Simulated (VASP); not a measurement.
Set up this calculation in VASP 6.6.1, as the native input.

```yaml
Task: single point
Functional: PBE
Dispersion: D4
Potentials_or_basis: VASP PAW PBE potentials, release 64 (Cd, Se)
Cutoff: 520 eV
k_mesh: 8 × 8 × 8
Occupations: fermi-dirac, width 0.05 eV
Spin: no spin polarisation
Dipole_correction: no
Further_INCAR_settings: ALGO = Normal; EDIFF = 1e-07; NBANDS = 16
```

The structure of CdSe lies in POSCAR:

```
CdSe
1.0
    0.0000000000      3.0565185318      3.0565185318
    3.0565185318      0.0000000000      3.0565185318
    3.0565185318      3.0565185318      0.0000000000
Cd Se
1 1
Direct
    0.0000000000      0.0000000000      0.0000000000
    0.2500000000      0.2500000000      0.2500000000
```

These files were run (other wordings do the same):

INCAR

```
SYSTEM = CdSe
PREC     = Accurate       ! precision mode
ENCUT    = 520            ! plane-wave cutoff, eV
EDIFF    = 1E-7           ! SCF threshold, eV
ISMEAR   = -1             ! smearing method
SIGMA    = 0.05           ! smearing width, eV
LREAL    = .False.        ! projectors in reciprocal space
LASPH    = .True.         ! aspherical terms in the spheres
NELM     = 60             ! most SCF steps
ALGO     = Normal         ! electronic algorithm
ISIF     = 2              ! what is computed and relaxed
LWAVE    = .False.        ! write WAVECAR
LCHARG   = .False.        ! write CHGCAR
GGA      = PE             ! functional
IVDW     = 13             ! dispersion correction
NBANDS   = 16             ! bands
```

KPOINTS

```
Automatic mesh
0
Gamma
  8 8 8
  0 0 0
```

Potentials or basis: VASP PAW PBE potentials, release 64 (Cd, Se).

The run is started by

```sh
$ cat potpaw_PBE.64/Cd/POTCAR potpaw_PBE.64/Se/POTCAR > POTCAR
$ mpirun -np 1 vasp_std > vasp.out
```

It gave:

```yaml
Pressure: 0.3 GPa
Band_gap_on_the_k_mesh: 0.58 eV
Dispersion_energy_per_atom: -0.318 eV
```

Run time: 37 s on 1 thread of Intel Xeon 8259CL (shared host), peak memory 0.19 GiB.
